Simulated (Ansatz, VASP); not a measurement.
## P: VASP beside Ansatz

```
P
1.0
     1.67760   -5.09708    0.00000
     1.67760    5.09708    0.00000
     0.00000    0.00000    4.10820
P
4
Direct
  0.10650 0.89350 0.93044
  0.60650 0.39350 0.56956
  0.89350 0.10650 0.06956
  0.39350 0.60650 0.43044
```

Alike in both runs: functional PBEsol; k mesh 6 × 6 × 4; occupations fermi-dirac, width 0.05 eV; no spin polarisation.

Ansatz relaxed the structure, and its values are those at the end. VASP's run is a single point on that final structure, the one shown.

```csv
,VASP,Ansatz
version,VASP 6.6.1,Ansatz 0.2.0
potentials or method,"VASP PAW PBE potentials, release 64 (P), cutoff 500 eV","plane waves (420 eV) with PAW, scalar-relativistic"
valence electrons in the cell,20,20
```

|  | VASP | Ansatz | Ansatz less VASP |
| --- | --- | --- | --- |
| pressure (GPa) | -0.1 | 0.0 | +0.08 |
| rms of the force components (eV/Å) | 0.018 | 0.001 | -0.0177 |

VASP's potentials were made for PBE, not for PBEsol, and Ansatz warns of the same on its side.

The k mesh is coarse, so the values compare programs but aren't converged.
